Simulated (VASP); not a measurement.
# Ti3Si (Fm-3m) in VASP: notebook, part 2 of 2

VASP 6.6.1. Earlier steps stand in the parts before.

## (3) Single point, r2SCAN

The input, POSCAR:

```
Ti3Si
1.0
    0.0000000000      3.1443560000      3.1443560000
    3.1443560000      0.0000000000      3.1443560000
    3.1443560000      3.1443560000      0.0000000000
Ti Si
3 1
Direct
    0.7500000000      0.7500000000      0.7500000000
    0.2500000000      0.2500000000      0.2500000000
    0.0000000000      0.0000000000      0.0000000000
    0.5000000000      0.5000000000      0.5000000000
```

The input, INCAR.step1:

```
ALGO = Normal ; EDIFF = 1E-4
ENCUT = 520 ; GGA = PE
ISMEAR = 1 ; LASPH = T
LCHARG = F ; LREAL = F
LWAVE = T ; NBANDS = 28
NELM = 80 ; PREC = Accurate
SIGMA = 0.15
```

The input, INCAR.step2:

```
ALGO = Normal ; EDIFF = 1E-6
ENCUT = 520 ; ISIF = 2
ISMEAR = 1 ; ISTART = 1
LASPH = T ; LCHARG = F
LMIXTAU = T ; LREAL = F
LWAVE = F ; METAGGA = R2SCAN
NBANDS = 28 ; NELM = 80
PREC = Accurate ; SIGMA = 0.15
```

The input, KPOINTS:

```
k-points
0
Gamma
  3 3 3
```

Potentials or basis: VASP PAW PBE potentials, release 64 (Ti_sv, Si).

The run is started by

```
> cat potpaw_PBE.64/Ti_sv/POTCAR potpaw_PBE.64/Si/POTCAR > POTCAR
> cp INCAR.step1 INCAR
> mpirun -np 1 vasp_std > vasp.out
> cp INCAR.step2 INCAR
> mpirun -np 1 vasp_std > vasp.out
```

OUTCAR:

```text
EDIFF = 1E-6
   ENCUT = 520
   ISIF = 2
   ISMEAR = 1
   ISTART = 1
   LASPH = T
   LREAL = F
   METAGGA = R2SCAN
   NELM = 80
   PREC = Accurate

 ion  position               nearest neighbor table
   1  0.750  0.750  0.750-   4 2.72   4 2.72   4 2.72   3 2.72   4 2.72   3 2.72   3 2.72   3 2.72

   2  0.250  0.250  0.250-   3 2.72   3 2.72   3 2.72   3 2.72   4 2.72   4 2.72   4 2.72   4 2.72

   3  0.000  0.000  0.000-   1 2.72   1 2.72   1 2.72   1 2.72   2 2.72   2 2.72   2 2.72   2 2.72

   4  0.500  0.500  0.500-   2 2.72   2 2.72   2 2.72   1 2.72   2 2.72   1 2.72   1 2.72   1 2.72

  LATTYP: Found a face centered cubic cell.
 ALAT       =     6.2887120000

  Lattice vectors:

 A1 = (   0.0000000000,   3.1443560000,   3.1443560000)
 A2 = (   3.1443560000,   0.0000000000,   3.1443560000)
 A3 = (   3.1443560000,   3.1443560000,   0.0000000000)

Analysis of symmetry for initial positions (statically):
=====================================================================
 Subroutine PRICEL returns:
 Original cell was already a primitive cell.

 Routine SETGRP: Setting up the symmetry group for a
 face centered cubic supercell.

 Subroutine GETGRP returns: Found 48 space group operations
 (whereof 48 operations were pure point group operations)
 out of a pool of 48 trial point group operations.

The static configuration has the point symmetry O_h .

Analysis of symmetry for dynamics (positions and initial velocities):
=====================================================================
 Subroutine PRICEL returns:
 Original cell was already a primitive cell.

 Routine SETGRP: Setting up the symmetry group for a
 face centered cubic supercell.

 Subroutine GETGRP returns: Found 48 space group operations
[... 101 lines left out ...]
   ISMEAR =     1;   SIGMA  =   0.15  broadening in eV -4-tet -1-fermi 0-gaus
   EFERMI_NEDOS =   21; number of points for ismear=-14 and -15
   IALGO  =     38    algorithm
   IMIX   =      4    mixing-type and parameters
     AMIX     =   0.40;   BMIX     =  1.00
     AMIX_MAG =   1.60;   BMIX_MAG =  1.00
  volume/ion in A,a.u.               =      15.54       104.90
  Fermi-wavevector in a.u.,A,eV,Ry     =   1.413253  2.670660 27.174683  1.997283
  Thomas-Fermi vector in A             =   2.534917
   LORBIT       =      0    0 simple, 1 ext, 2 COOP (PROOUT), +10 PAW based schemes
   METAGGA = R2SCAN    functional components
   LHFCALC =     F    Hartree Fock is set to
   AEXX    =    0.0000 exact exchange contribution
   IVDW    =     0    specifies the selected vdW correction
   LEPSILON=     F    determine dielectric tensor
   LRPA    =     F    only Hartree local field effects (RPA)
 non-spin polarized calculation
 Methfessel and Paxton  Order N= 1 SIGMA  =   0.15
  energy-cutoff  :      520.00
  volume of cell :       62.18
 maximum number of plane-waves:      1687
 NGX is ok and might be reduce to    36
   NGX = 17   NGY = 17   NGZ = 17

 number of electron      39.9999991 magnetization

 Free energy of the ion-electron system (eV)
  ---------------------------------------------------
  ext. energy  EPLUGINS =         0.00000000
  ---------------------------------------------------
  free energy    TOTEN  =       -48.87516791 eV

  energy without entropy =      -48.88020005  energy(sigma->0) =      -48.87684529

 E-fermi :   9.2916     XC(G=0): -12.6336

 val. band max:        9.2514435145   @ k =   0.0000   0.0000   0.0000
 cond. band min:       9.5183483075   @ k =  -0.3333   0.3333   0.0000
 fundamental gap:      0.2669047931
 Fermi energy:         9.2916346348

 k-point     1 :       0.0000    0.0000    0.0000
  band No.  band energies     occupation
      1     -49.5964      2.00000
      2     -49.5134      2.00000
      3     -49.0253      2.00000
      4     -24.8665      2.00000
      5     -24.8664      2.00000
      6     -24.8664      2.00000
[... 113 lines left out ...]
     27      12.6456      0.00000
     28      12.8723      0.00000

------------------------ aborting loop because EDIFF is reached ----------------------------------------

  FORCE on cell =-STRESS in cart. coord.  units (eV):
  Direction    XX          YY          ZZ          XY          YZ          ZX
  --------------------------------------------------------------------------------------
  -------------------------------------------------------------------------------------
  Total       -0.7324226     -0.7324226     -0.7324226      0.0000000     -0.0000000      0.0000000
  in kB      -18.8732729    -18.8732729    -18.8732729      0.0000000     -0.0000000      0.0000000
  external PRESSURE =     -18.8732729 kB  Pullay stress =       0.0000000 kB

 VOLUME and BASIS-vectors are now :
 -----------------------------------------------------------------------------
  energy-cutoff  :      520.00
  volume of cell :       62.18
      direct lattice vectors                 reciprocal lattice vectors
     0.000000000  3.144356000  3.144356000    -0.159015073  0.159015073  0.159015073
     3.144356000  0.000000000  3.144356000     0.159015073 -0.159015073  0.159015073
     3.144356000  3.144356000  0.000000000     0.159015073  0.159015073 -0.159015073

 POSITION                                       TOTAL-FORCE (eV/Angst)
 -----------------------------------------------------------------------------------
      4.71653      4.71653      4.71653        -0.000000     -0.000000      0.000000
      1.57218      1.57218      1.57218         0.000000     -0.000000     -0.000000
      0.00000      0.00000      0.00000        -0.000000      0.000000     -0.000000
      3.14436      3.14436      3.14436        -0.000000      0.000000      0.000000
 -----------------------------------------------------------------------------------
    total drift:                                0.000000      0.000000      0.000000

  FREE ENERGIE OF THE ION-ELECTRON SYSTEM (eV)
  ---------------------------------------------------
  free  energy   TOTEN  =       -48.8751679053 eV

  energy  without entropy=      -48.8802000465  energy(sigma->0) =      -48.87684529
```

Run time: 30 s. Hardware: 1 thread of Intel Xeon 6975P-C (Granite Rapids), shared host; peak memory 0.21 GiB.

What came out:

```yaml
Free_energy: -48.8752 eV
Pressure: -1.9 GPa
Band_gap_on_the_k_mesh: zero (bands 20 and 21 overlap by 0.44 eV)
```

Levels at points of the mesh, in eV from the Fermi level:
```tsv
k point	band 17	band 18	band 19	band 20	band 21	band 22	band 23	band 24	band 25	band 26
(0.00, 0.00, 0.00)	-2.08	-2.08	-0.04	-0.04	-0.04	2.51	2.51	2.51	2.51	3.44
```

Caveat: the k points lie up to 0.58 Å⁻¹ apart; the PAW data sets were made with another functional, which shifts forces and pressure a little.

## (4) Single point, r2SCAN

POSCAR is that of step 3.

The input, INCAR.step1:

```
SYSTEM = Ti3Si
ALGO = Normal ; EDIFF = 1E-4
ENCUT = 520 ; GGA = PE
ISMEAR = 1 ; LASPH = .TRUE.
LCHARG = .FALSE. ; LREAL = .FALSE.
LWAVE = .TRUE. ; NBANDS = 28
NELM = 100 ; PREC = Accurate
SIGMA = 0.15
```

The input, INCAR.step2:

```
SYSTEM = Ti3Si
ALGO = Normal ; EDIFF = 1E-6
ENCUT = 520 ; ISIF = 2
ISMEAR = 1 ; ISTART = 1
LASPH = .TRUE. ; LCHARG = .TRUE.
LELF = .TRUE. ; LMIXTAU = .TRUE.
LREAL = .FALSE. ; LVHAR = .TRUE.
LWAVE = .FALSE. ; METAGGA = R2SCAN
NBANDS = 28 ; NELM = 100
PREC = Accurate ; SIGMA = 0.15
```

The input, KPOINTS:

```
k-points
0
G
  4 4 4
  0 0 0
```

The run is started by

```
> cat potpaw_PBE.64/Ti_sv/POTCAR potpaw_PBE.64/Si/POTCAR > POTCAR
> cp INCAR.step1 INCAR
> mpirun -np 1 vasp_std > vasp.out
> cp INCAR.step2 INCAR
> mpirun -np 1 vasp_std > vasp.out
```

It took 48 s on 1 thread of Intel Xeon 6975P-C (Granite Rapids), shared host; peak memory 0.21 GiB.

It converged, with:

| Quantity | Value |
| --- | --- |
| Free energy | -48.8463 eV |
| Pressure | -1.5 GPa |
| Band gap on the k mesh | zero (bands 20 and 21 overlap by 0.31 eV) |

Levels at points of the mesh, in eV from the Fermi level:
```tsv
k point	band 17	band 18	band 19	band 20	band 21	band 22	band 23	band 24	band 25	band 26
(0.00, 0.00, 0.00)	-2.12	-2.12	-0.11	-0.11	-0.11	2.45	2.48	2.48	2.48	3.44
(0.50, 0.00, 0.00)	-0.47	-0.47	-0.46	-0.27	-0.27	0.69	1.03	1.03	2.85	2.85
(0.50, 0.50, 0.00)	-2.14	-2.14	-0.33	-0.18	-0.18	1.28	1.37	1.37	2.63	2.72
```

Caveat: the k points lie up to 0.43 Å⁻¹ apart; the PAW data sets were made with another functional, which shifts forces and pressure a little.

## (5) Single point, r2SCAN

POSCAR is that of step 4.

The input, INCAR.step1:

```
SYSTEM = Ti3Si
  ALGO = Normal
  EDIFF = 1E-4
  ENCUT = 520
  GGA = PE
  ISMEAR = 1
  LASPH = .True.
  LCHARG = .False.
  LREAL = .False.
  LWAVE = .True.
  NBANDS = 28
  NELM = 100
  PREC = Accurate
  SIGMA = 0.15
```

The input, INCAR.step2:

```
SYSTEM = Ti3Si
  ALGO = Normal
  EDIFF = 1E-7
  ENCUT = 520
  ISIF = 2
  ISMEAR = 1
  ISTART = 1
  LASPH = .True.
  LCHARG = .True.
  LELF = .True.
  LMIXTAU = .True.
  LREAL = .False.
  LVHAR = .True.
  LWAVE = .False.
  METAGGA = R2SCAN
  NBANDS = 28
  NELM = 100
  PREC = Accurate
  SIGMA = 0.15
```

The input, KPOINTS:

```
k-points
0
Gamma
  5 5 5
  0 0 0
```

The run is started by

```
> cat potpaw_PBE.64/Ti_sv/POTCAR potpaw_PBE.64/Si/POTCAR > POTCAR
> cp INCAR.step1 INCAR
> mpirun -np 1 vasp_std > vasp.out
> cp INCAR.step2 INCAR
> mpirun -np 1 vasp_std > vasp.out
```

Wall time 64 s (1 thread of Intel Xeon 6975P-C (Granite Rapids), shared host); peak memory 0.21 GiB.

Results (log left out):

```yaml
Free_energy: -48.8531 eV
Pressure: -1.7 GPa
Band_gap_on_the_k_mesh: zero (bands 20 and 21 overlap by 0.33 eV)
```

Levels at points of the mesh, in eV from the Fermi level:
| k point | band 18 | band 19 | band 20 | band 21 | band 22 | band 23 |
| --- | --- | --- | --- | --- | --- | --- |
| (0.00, 0.00, 0.00) | -2.11 | -0.07 | -0.07 | -0.07 | 2.45 | 2.47 |

Caveat: the PAW data sets were made with another functional, which shifts forces and pressure a little.

## (6) Summary

```csv
k mesh,gap on the mesh (eV),pressure (GPa)
2 × 2 × 2,none,-0.8
3 × 3 × 3,none,-1.9
4 × 4 × 4,none,-1.5
5 × 5 × 5,none,-1.7
```

Alike in all rows: task single point; level r2SCAN; potentials or basis VASP PAW PBE potentials, release 64 (Ti_sv, Si); no spin polarisation; cell as given; cutoff (eV) 520; smearing methfessel-paxton 0.15 eV.

Caveats: some runs use coarse meshes; the PAW data sets were made with another functional, which shifts forces and pressure a little.

Absolute energies hang on the potentials; compare differences alone.
